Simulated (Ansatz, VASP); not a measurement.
One calculation of Ge2Sb2Te5, two programs

INCAR

```
  PREC = Accurate
  ENCUT = 520
  EDIFF = 1E-7
  ISMEAR = 0
  SIGMA = 0.03
  LREAL = F
  LASPH = T
  NELM = 80
  ALGO = Normal
  ISIF = 2
  LWAVE = F
  LCHARG = T
  GGA = PE
  LELF = T
  LVHAR = T
  NBANDS = 44
```

KPOINTS

```
Automatic mesh
0
Gamma
  12 12 2
```

The input POSCAR:

```
Ge2Sb2Te5
1.0
    4.0130301624      0.0000000000      0.0000000000
   -2.0065150812      3.4753860668      0.0000000000
    0.0000000000      0.0000000000     20.4195013752
Ge Sb Te
2 2 5
Direct
    0.0000000000      0.0000000000      0.3314713560
    0.0000000000      0.0000000000      0.6685286440
    0.3333333333      0.6666666667      0.1121550832
    0.6666666667      0.3333333333      0.8878449168
    0.0000000000      0.0000000000      0.0000000000
    0.3333333333      0.6666666667      0.7913602895
    0.6666666667      0.3333333333      0.2086397105
    0.3333333333      0.6666666667      0.4097504733
    0.6666666667      0.3333333333      0.5902495267
```

Input for Ansatz:

```yaml
crystal:
  lattice:
    - [4.0130301624, 0.0, 0.0]
    - [-2.0065150812, 3.4753860668, 0.0]
    - [0.0, 0.0, 20.4195013752]
  atoms:
    - { symbol: Ge, position: [0.0, 0.0, 0.331471356] }
    - { symbol: Ge, position: [0.0, 0.0, 0.668528644] }
    - { symbol: Sb, position: [0.3333333333, 0.6666666667, 0.1121550832] }
    - { symbol: Sb, position: [0.6666666667, 0.3333333333, 0.8878449168] }
    - { symbol: Te, position: [0.0, 0.0, 0.0] }
    - { symbol: Te, position: [0.3333333333, 0.6666666667, 0.7913602895] }
    - { symbol: Te, position: [0.6666666667, 0.3333333333, 0.2086397105] }
    - { symbol: Te, position: [0.3333333333, 0.6666666667, 0.4097504733] }
    - { symbol: Te, position: [0.6666666667, 0.3333333333, 0.5902495267] }
basis:
  ecutwfc: 420
kpoints:
  mp_grid: { grid: [12, 12, 2] }
hamiltonian:
  xc: pbe
  pseudopotentials: { kind: paw, azcp: { folder: soft_1 } }
scf:
  occupations: { method: gaussian, width: 0.03 }
output:
  forces: true
  stress: true
  eigenvalues: true
```

Alike in both runs: task single point; functional PBE; k mesh 12 × 12 × 2; occupations gaussian, width 0.03 eV; no spin polarisation.

|  | VASP | Ansatz |
| --- | --- | --- |
| version | VASP 6.6.1 | Ansatz 0.2.0 |
| potentials or method | VASP PAW PBE potentials, release 64 (Ge_d, Sb, Te), cutoff 520 eV | scalar-relativistic, plane waves, PAW |
| valence electrons in the cell | 68 | 138 |

Ansatz gave:

```
gap on the k mesh at the Fermi level (eV)                     : none
pressure (GPa)                                                : -0.2
traceless stress, the component that is largest in VASP (GPa) : -3.65
rms of the force components (eV/Å)                            : 0.213
```

Question: Which values does VASP return?

Answer: gap on the k mesh at the Fermi level (eV): none; pressure (GPa): -0.3; traceless stress, the component that is largest in VASP (GPa): -3.62; rms of the force components (eV/Å): 0.205.

Atom by atom the forces differ by 0.009 eV/Å (rms over components). A gap of «none» marks a metal or a gap that the smearing closes. VASP's potentials hold 68 valence electrons a cell and Ansatz's 138, so a difference there can come from the potentials and not from the codes.

Spin-orbit coupling is off throughout.
